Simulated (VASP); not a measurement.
# I (Fmmm) in VASP: further runs, part 2 of 2

VASP 6.6.1. The steps go on from the part before.

### 3 Single point, LDA

This run uses another cell than the first one, of 38.93 Å³/atom, 1.021 times its volume.

Contents of INCAR:

```
SYSTEM = I
PREC     = Accurate       ! precision mode
ENCUT    = 520            ! plane-wave cutoff, eV
EDIFF    = 1E-6           ! SCF threshold, eV
ISMEAR   = -1             ! smearing method
SIGMA    = 0.05           ! smearing width, eV
LREAL    = .False.        ! projectors in reciprocal space
LASPH    = .True.         ! aspherical terms in the spheres
NELM     = 60             ! most SCF steps
ALGO     = Normal         ! electronic algorithm
ISIF     = 2              ! what is computed and relaxed
LWAVE    = .False.        ! write WAVECAR
LCHARG   = .True.         ! write CHGCAR
GGA      = CA             ! functional
LELF     = .True.         ! ELF
LVHAR    = .True.       
NBANDS   = 10             ! bands
```

Contents of KPOINTS:

```
regular mesh
0
Gamma
  9 9 9
  0 0 0
```

Contents of POSCAR:

```
I
1.0
    0.0000000000      2.3336289500      3.8569979773
    2.1626168959      0.0000000000      3.8569979773
    2.1626168959      2.3336289500      0.0000000000
I
1
Direct
    0.0000000000      0.0000000000      0.0000000000
```

Potentials or basis: VASP PAW LDA potentials, release 64 (I).

On the command line:

```console
$ cat potpaw_LDA.64/I/POTCAR > POTCAR
$ mpirun -np 1 vasp_std > vasp.out
```

OUTCAR:

```text
SYSTEM = I
   PREC = Accurate
   ENCUT = 520
   EDIFF = 1E-6
   ISMEAR = -1
   LREAL = .False.
   LASPH = .True.
   NELM = 60
   ISIF = 2
   GGA = CA

 ion  position               nearest neighbor table
   1  0.000  0.000  0.000-

  LATTYP: Found a face centered orthorhombic cell.
 ALAT       =     4.3252337918
 B/A-ratio  =     1.0790764441
 C/A-ratio  =     1.7834864717

  Lattice vectors:

 A1 = (   0.0000000000,   2.3336289500,   3.8569979773)
 A2 = (   2.1626168959,   0.0000000000,   3.8569979773)
 A3 = (   2.1626168959,   2.3336289500,   0.0000000000)

Analysis of symmetry for initial positions (statically):
=====================================================================
 Subroutine PRICEL returns:
 Original cell was already a primitive cell.

 Routine SETGRP: Setting up the symmetry group for a
 face centered orthorhombic supercell.

 Subroutine GETGRP returns: Found  8 space group operations
 (whereof  8 operations were pure point group operations)
 out of a pool of  8 trial point group operations.

The static configuration has the point symmetry D_2h.

Analysis of symmetry for dynamics (positions and initial velocities):
=====================================================================
 Subroutine PRICEL returns:
 Original cell was already a primitive cell.

 Routine SETGRP: Setting up the symmetry group for a
 face centered orthorhombic supercell.

 Subroutine GETGRP returns: Found  8 space group operations
 (whereof  8 operations were pure point group operations)
 out of a pool of  8 trial point group operations.

The dynamic configuration has the point symmetry D_2h.

 Subroutine INISYM returns: Found  8 space group operations
 (whereof  8 operations are pure point group operations),
 and found     1 'primitive' translations

----------------------------------------------------------------------------------------

                                     Primitive cell

  volume of cell :      38.9306

  direct lattice vectors                    reciprocal lattice vectors
     0.000000000  2.333628950  3.856997977    -0.231201375  0.214258569  0.129634499
     2.162616896  0.000000000  3.856997977     0.231201375 -0.214258569  0.129634499
     2.162616896  2.333628950  0.000000000     0.231201375  0.214258569 -0.129634499

  length of vectors
     4.508021459  4.421916466  3.181624729     0.340831210  0.340831210  0.340831210

  position of ions in fractional coordinates (direct lattice)
     0.000000000  0.000000000  0.000000000

  ion indices of the primitive-cell ions
   primitive index   ion index
                 1           1

----------------------------------------------------------------------------------------

 KPOINTS: regular mesh

Automatic generation of k-mesh.
 Grid dimensions read from file:
 generate k-points for:    9    9    9

 Generating k-lattice:

  Cartesian coordinates                     Fractional coordinates (reciprocal lattice)
    -0.025689042  0.023806508  0.014403833     0.111111111  0.000000000  0.000000000
     0.025689042 -0.023806508  0.014403833    -0.000000000  0.111111111 -0.000000000
     0.025689042  0.023806508 -0.014403833     0.000000000  0.000000000  0.111111111

  Length of vectors
     0.037870134  0.037870134  0.037870134

  Shift w.r.t. Gamma in fractional coordinates (k-lattice)
     0.000000000  0.000000000  0.000000000

 Subroutine IBZKPT returns following result:
 ===========================================

 Found    125 irreducible k-points:

 Following reciprocal coordinates:
            Coordinates               Weight
  0.000000  0.000000  0.000000      1.000000
  0.111111  0.000000  0.000000      8.000000
  0.222222  0.000000  0.000000      8.000000
  0.333333  0.000000  0.000000      8.000000
  0.444444  0.000000  0.000000      8.000000
  0.111111  0.111111  0.000000      2.000000
[... 16 lines left out ...]
 -0.333333  0.333333 -0.000000      4.000000
  0.444444  0.444444  0.000000      2.000000
 [... further k-points ...]
   k-points           NKPTS =    125   k-points in BZ     NKDIM =    125   number of bands    NBANDS=     10
   number of dos      NEDOS =    301   number of ions     NIONS =      1
   total plane-waves  NPLWV =  31104
   dimension x,y,z NGX =    36 NGY =   36 NGZ =   24
   dimension x,y,z NGXF=    72 NGYF=   72 NGZF=   48
   ions per type =               1
   NGX,Y,Z   is equivalent  to a cutoff of  13.28, 13.53, 12.54 a.u.
   NGXF,Y,Z  is equivalent  to a cutoff of  26.55, 27.07, 25.08 a.u.
 SYSTEM =  I
   PREC   = accura    normal or accurate (medium, high low for compatibility)
   ISTART =      0    job   : 0-new  1-cont  2-samecut
   ICHARG =      2    charge: 1-file 2-atom 10-const
   ISPIN  =      1    spin polarized calculation?
   LNONCOLLINEAR =      F non collinear calculations
   LSORBIT =      F    spin-orbit coupling
   LASPH  =      T    aspherical Exc in radial PAW
   ENCUT  =  520.0 eV  38.22 Ry    6.18 a.u.   8.38  8.22  5.92*2*pi/ulx,y,z
   NELM   =     60;   NELMIN=  2; NELMDL= -5     # of ELM steps
   EDIFF  = 0.1E-05   stopping-criterion for ELM
   LREAL  =      F    real-space projection
   EDIFFG = 0.1E-04   stopping-criterion for IOM
   NSW    =      0    number of steps for IOM
   IBRION =     -1    ionic relax: 0-MD 1-quasi-New 2-CG
   NFREE  =      0    steps in history (QN), initial steepest desc. (CG)
   ISIF   =      2    stress and relaxation
   ISYM   =      2    0-nonsym 1-usesym 2-fastsym
   POTIM  = 0.5000    time-step for ionic-motion
   TEBEG  =    0.0;   TEEND  =   0.0 temperature during run
   PSTRESS=    0.0 pullay stress
   NELECT =       7.0000    total number of electrons
   NUPDOWN=      -1.0000    fix difference up-down
   EMIN   =  10.00;   EMAX   =-10.00  energy-range for DOS
   EFERMI =   0.00;   METHOD = LEGACY
   ISMEAR =    -1;   SIGMA  =   0.05  broadening in eV -4-tet -1-fermi 0-gaus
   EFERMI_NEDOS =   21; number of points for ismear=-14 and -15
   IALGO  =     38    algorithm
   IMIX   =      4    mixing-type and parameters
     AMIX     =   0.40;   BMIX     =  1.00
     AMIX_MAG =   1.60;   BMIX_MAG =  1.00
  volume/ion in A,a.u.               =      38.93       262.72
  Fermi-wavevector in a.u.,A,eV,Ry     =   0.924011  1.746128 11.616610  0.853797
  Thomas-Fermi vector in A             =   2.049710
   LORBIT       =      0    0 simple, 1 ext, 2 COOP (PROOUT), +10 PAW based schemes
   GGA     = CA    functional components
   LHFCALC =     F    Hartree Fock is set to
   AEXX    =    0.0000 exact exchange contribution
   IVDW    =     0    specifies the selected vdW correction
   LEPSILON=     F    determine dielectric tensor
   LRPA    =     F    only Hartree local field effects (RPA)
 non-spin polarized calculation
  energy-cutoff  :      520.00
  volume of cell :       38.93
 maximum number of plane-waves:      1064
 NGX is ok and might be reduce to    36
   NGX = 17   NGY = 17   NGZ = 11

 number of electron       6.9999999 magnetization

 Free energy of the ion-electron system (eV)
  ---------------------------------------------------
  ext. energy  EPLUGINS =         0.00000000
  ---------------------------------------------------
  free energy    TOTEN  =        -1.93609223 eV

  energy without entropy =       -1.93140950  energy(sigma->0) =       -1.93375087

 E-fermi :   3.7929     XC(G=0):  -8.7720

 val. band max:        3.7893799732   @ k =  -0.2222   0.0000   0.1111
 cond. band min:       3.8307229704   @ k =  -0.1111   0.1111   0.1111
 fundamental gap:      0.0413429972
 Fermi energy:         3.7928524296

 k-point     1 :       0.0000    0.0000    0.0000
  band No.  band energies     occupation
      1     -10.3725      2.00000
      2       1.7774      2.00000
      3       4.6380      0.00000
      4       4.9118      0.00000
      5       7.9842      0.00000
      6      11.2772      0.00000
      7      12.0321      0.00000
      8      15.9374      0.00000
      9      16.0465      0.00000
     10      16.2421      0.00000

 k-point     2 :       0.1111    0.0000    0.0000
  band No.  band energies     occupation
      1     -10.2319      2.00000
      2       1.7663      2.00000
      3       3.5859      1.96860
      4       4.8732      0.00000
      5       8.3701      0.00000
      6      11.6799      0.00000
      7      13.1024      0.00000
      8      13.6331      0.00000
      9      16.2237      0.00000
     10      16.7805      0.00000
[... 274 lines left out ...]
 k-point    24 :       0.4444    0.4444    0.0000
  band No.  band energies     occupation
      1     -10.0980      2.00000
      2      -0.5319      2.00000
      3       4.3943      0.00001
      4       4.6890      0.00000
      5      10.7172      0.00000
      6      11.0518      0.00000
      7      14.1399      0.00000
      8      18.7780      0.00000
      9      18.9309      0.00000
     10      19.1116      0.00000

 [... further k-points ...]
[... 5 lines left out ...]
  --------------------------------------------------------------------------------------
  -------------------------------------------------------------------------------------
  Total       -0.3273031     -0.3719659     -0.2596407      0.0000000      0.0000000      0.0000000
  in kB      -13.4700710    -15.3081584    -10.6854439      0.0000000      0.0000000      0.0000000
  external PRESSURE =     -13.1545578 kB  Pullay stress =       0.0000000 kB

 VOLUME and BASIS-vectors are now :
 -----------------------------------------------------------------------------
  energy-cutoff  :      520.00
  volume of cell :       38.93
      direct lattice vectors                 reciprocal lattice vectors
     0.000000000  2.333628950  3.856997977    -0.231201375  0.214258569  0.129634499
     2.162616896  0.000000000  3.856997977     0.231201375 -0.214258569  0.129634499
     2.162616896  2.333628950  0.000000000     0.231201375  0.214258569 -0.129634499

 POSITION                                       TOTAL-FORCE (eV/Angst)
 -----------------------------------------------------------------------------------
      0.00000      0.00000      0.00000         0.000000      0.000000      0.000000
 -----------------------------------------------------------------------------------
    total drift:                                0.000000      0.000000      0.000000

  FREE ENERGIE OF THE ION-ELECTRON SYSTEM (eV)
  ---------------------------------------------------
  free  energy   TOTEN  =        -1.9360922339 eV

  energy  without entropy=       -1.9314094993  energy(sigma->0) =       -1.93375087
```

Wall time 12 s (1 thread of Intel Xeon 6975P-C (Granite Rapids), shared host); peak memory 0.18 GiB.

What came out:

```
Free energy : -1.9361 eV
Pressure    : -1.3 GPa
```

Levels at points of the mesh, in eV from the Fermi level:
```
           k point  band 1  band 2  band 3  band 4  band 5  band 6  band 7  band 8
(0.00, 0.00, 0.00)  -14.17   -2.02    0.85    1.12    4.19    7.48    8.24   12.14
```

Caveat: spin-orbit coupling is left out, which moves the levels of the heavy elements; an odd number of electrons without spin polarisation forces a metal; a magnetic or distorted state may lie lower.

### 4 Single point, LDA

This run uses another cell than the first one, of 39.74 Å³/atom, 1.043 times its volume.

Contents of INCAR:

```
SYSTEM = I
ALGO = Normal ; EDIFF = 1E-7
ENCUT = 520 ; GGA = CA
ISIF = 2 ; ISMEAR = -1
LASPH = .TRUE. ; LCHARG = .TRUE.
LELF = .TRUE. ; LREAL = .FALSE.
LVHAR = .TRUE. ; LWAVE = .FALSE.
NBANDS = 10 ; NELM = 60
PREC = Accurate ; SIGMA = 0.05
```

Contents of KPOINTS:

```
k-points
0
G
  9 9 9
  0 0 0
```

Contents of POSCAR:

```
I
1.0
    0.0000000000      2.3497234514      3.8835988039
    2.1775319666      0.0000000000      3.8835988039
    2.1775319666      2.3497234514      0.0000000000
I
1
Direct
    0.0000000000      0.0000000000      0.0000000000
```

Potentials or basis: VASP PAW LDA potentials, release 64 (I).

On the command line:

```console
$ cat potpaw_LDA.64/I/POTCAR > POTCAR
$ mpirun -np 1 vasp_std > vasp.out
```

OUTCAR:

```text
SYSTEM = I
   EDIFF = 1E-7
   ENCUT = 520
   GGA = CA
   ISIF = 2
   ISMEAR = -1
   LASPH = .TRUE.
   LREAL = .FALSE.
   NELM = 60
   PREC = Accurate

 ion  position               nearest neighbor table
   1  0.000  0.000  0.000-

  LATTYP: Found a face centered orthorhombic cell.
 ALAT       =     4.3550639332
 B/A-ratio  =     1.0790764441
 C/A-ratio  =     1.7834864716

  Lattice vectors:

 A1 = (   0.0000000000,   2.3497234514,   3.8835988039)
 A2 = (   2.1775319666,   0.0000000000,   3.8835988039)
 A3 = (   2.1775319666,   2.3497234514,   0.0000000000)

Analysis of symmetry for initial positions (statically):
=====================================================================
 Subroutine PRICEL returns:
 Original cell was already a primitive cell.

 Routine SETGRP: Setting up the symmetry group for a
 face centered orthorhombic supercell.

 Subroutine GETGRP returns: Found  8 space group operations
 (whereof  8 operations were pure point group operations)
 out of a pool of  8 trial point group operations.

The static configuration has the point symmetry D_2h.

Analysis of symmetry for dynamics (positions and initial velocities):
=====================================================================
 Subroutine PRICEL returns:
 Original cell was already a primitive cell.

 Routine SETGRP: Setting up the symmetry group for a
 face centered orthorhombic supercell.

 Subroutine GETGRP returns: Found  8 space group operations
 (whereof  8 operations were pure point group operations)
 out of a pool of  8 trial point group operations.

The dynamic configuration has the point symmetry D_2h.

 Subroutine INISYM returns: Found  8 space group operations
 (whereof  8 operations are pure point group operations),
[... 107 lines left out ...]
   EMIN   =  10.00;   EMAX   =-10.00  energy-range for DOS
   EFERMI =   0.00;   METHOD = LEGACY
   ISMEAR =    -1;   SIGMA  =   0.05  broadening in eV -4-tet -1-fermi 0-gaus
   EFERMI_NEDOS =   21; number of points for ismear=-14 and -15
   IALGO  =     38    algorithm
   IMIX   =      4    mixing-type and parameters
     AMIX     =   0.40;   BMIX     =  1.00
     AMIX_MAG =   1.60;   BMIX_MAG =  1.00
  volume/ion in A,a.u.               =      39.74       268.19
  Fermi-wavevector in a.u.,A,eV,Ry     =   0.917682  1.734168 11.458018  0.842141
  Thomas-Fermi vector in A             =   2.042679
   LORBIT       =      0    0 simple, 1 ext, 2 COOP (PROOUT), +10 PAW based schemes
   GGA     = CA    functional components
   LHFCALC =     F    Hartree Fock is set to
   AEXX    =    0.0000 exact exchange contribution
   IVDW    =     0    specifies the selected vdW correction
   LEPSILON=     F    determine dielectric tensor
   LRPA    =     F    only Hartree local field effects (RPA)
 non-spin polarized calculation
  energy-cutoff  :      520.00
  volume of cell :       39.74
 maximum number of plane-waves:      1088
 NGX is ok and might be reduce to    36
   NGX = 17   NGY = 17   NGZ = 11

 number of electron       6.9999999 magnetization

 Free energy of the ion-electron system (eV)
  ---------------------------------------------------
  ext. energy  EPLUGINS =         0.00000000
  ---------------------------------------------------
  free energy    TOTEN  =        -1.92806449 eV

  energy without entropy =       -1.92309301  energy(sigma->0) =       -1.92557875

 E-fermi :   3.5392     XC(G=0):  -8.6866

 val. band max:        3.5362333485   @ k =  -0.2222   0.0000   0.1111
 cond. band min:       3.5747924708   @ k =  -0.1111   0.1111   0.1111
 fundamental gap:      0.0385591223
 Fermi energy:         3.5391848808

 k-point     1 :       0.0000    0.0000    0.0000
  band No.  band energies     occupation
      1     -10.4853      2.00000
      2       1.5904      2.00000
      3       4.3538      0.00000
      4       4.6211      0.00000
      5       7.7784      0.00000
      6      11.0535      0.00000
      7      11.7282      0.00000
      8      15.6566      0.00000
      9      15.7844      0.00000
     10      15.9590      0.00000
[... 287 lines left out ...]
 k-point    24 :       0.4444    0.4444    0.0000
  band No.  band energies     occupation
      1     -10.2262      2.00000
      2      -0.6369      2.00000
      3       4.1221      0.00002
      4       4.4099      0.00000
      5      10.5055      0.00000
      6      10.7717      0.00000
      7      13.7710      0.00000
      8      18.4049      0.00000
      9      18.5890      0.00000
     10      18.7671      0.00000

 [... further k-points ...]
[... 5 lines left out ...]
  --------------------------------------------------------------------------------------
  -------------------------------------------------------------------------------------
  Total       -0.5124504     -0.5919353     -0.2724214     -0.0000000      0.0000000      0.0000000
  in kB      -20.6593570    -23.8637785    -10.9826261     -0.0000000      0.0000000      0.0000000
  external PRESSURE =     -18.5019205 kB  Pullay stress =       0.0000000 kB

 VOLUME and BASIS-vectors are now :
 -----------------------------------------------------------------------------
  energy-cutoff  :      520.00
  volume of cell :       39.74
      direct lattice vectors                 reciprocal lattice vectors
     0.000000000  2.349723451  3.883598804    -0.229617754  0.212790999  0.128746563
     2.177531967  0.000000000  3.883598804     0.229617754 -0.212790999  0.128746563
     2.177531967  2.349723451  0.000000000     0.229617754  0.212790999 -0.128746563

 POSITION                                       TOTAL-FORCE (eV/Angst)
 -----------------------------------------------------------------------------------
      0.00000      0.00000      0.00000         0.000000     -0.000000      0.000000
 -----------------------------------------------------------------------------------
    total drift:                                0.000000      0.000000      0.000000

  FREE ENERGIE OF THE ION-ELECTRON SYSTEM (eV)
  ---------------------------------------------------
  free  energy   TOTEN  =        -1.9280644909 eV

  energy  without entropy=       -1.9230930095  energy(sigma->0) =       -1.92557875
```

stdout:

```text
POSCAR found type information on POSCAR I
 POSCAR found :  1 types and       1 ions
 scaLAPACK will be used
 LDA part: xc-table for (Slater(with rela. corr.)+CA(PZ))
 , standard interpolation
 POSCAR, INCAR and KPOINTS ok, starting setup
 FFT: planning ... GRIDC
 FFT: planning ... GRID_SOFT
 FFT: planning ... GRID
 WAVECAR not read
 entering main loop
```

Run time: 14 s. Hardware: 1 thread of Intel Xeon 6975P-C (Granite Rapids), shared host; peak memory 0.18 GiB.

What came out:

```yaml
Free_energy: -1.9281 eV
Pressure: -1.9 GPa
```

Stress tensor (GPa, compression positive):
```
-2.07  0.00  0.00
 0.00 -2.39  0.00
 0.00  0.00 -1.10
```

Caveat: spin-orbit coupling is left out, which moves the levels of the heavy elements; an odd number of electrons without spin polarisation forces a metal; a magnetic or distorted state may lie lower.

### 5 Summary

```tsv
cell	gap on the mesh (eV)	pressure (GPa)
a = 4.476, b = 4.391, c = 3.159 Å, angles 70.6, 67.7, 41.7°, 1 atom	none	-0.7
a = 4.508, b = 4.422, c = 3.182 Å, angles 70.6, 67.7, 41.7°, 1 atom	none	-1.3
a = 4.539, b = 4.452, c = 3.204 Å, angles 70.6, 67.7, 41.7°, 1 atom	none	-1.9
```

Alike in all rows: task single point; level LDA; potentials or basis VASP PAW LDA potentials, release 64 (I); no spin polarisation; k mesh 9 × 9 × 9; cutoff (eV) 520; smearing fermi-dirac 0.05 eV.

Caveats: spin-orbit coupling is left out, which moves the levels of the heavy elements; an odd number of electrons without spin polarisation forces a metal; a magnetic or distorted state may lie lower.

Total energies depend on the potentials used, so only differences within one code and one set of settings carry meaning.
